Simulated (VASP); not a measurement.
Runs of VASP 6.6.1 on V. The structure is that of space group Fddd (No. 70), or close to it. The cells are those of the table. 

| cell | gap on the mesh (eV) | pressure (GPa) |
| --- | --- | --- |
| a = 4.419, b = 4.419, c = 2.655 Å, angles 96.4, 96.4, 150.1°, 2 atoms | none | 20.9 |
| a = 4.662, b = 4.662, c = 2.800 Å, angles 96.4, 96.4, 150.1°, 2 atoms | none | -13.1 |
| a = 4.483, b = 4.483, c = 2.693 Å, angles 96.4, 96.4, 150.1°, 2 atoms | none | (a) |
| a = 4.719, b = 4.719, c = 2.835 Å, angles 96.4, 96.4, 150.1°, 2 atoms | none | -18.2 |

Alike in all rows: task single point; level LDA; potentials or basis VASP PAW LDA potentials, release 64 (V_sv); no spin polarisation; k mesh 17 × 17 × 14; cutoff (eV) 520; smearing fermi-dirac 0.1 eV.

Task: Fill in the values left out.

Result: (a) 9.8.

A gap of «none» marks levels without a gap at the run's occupations.
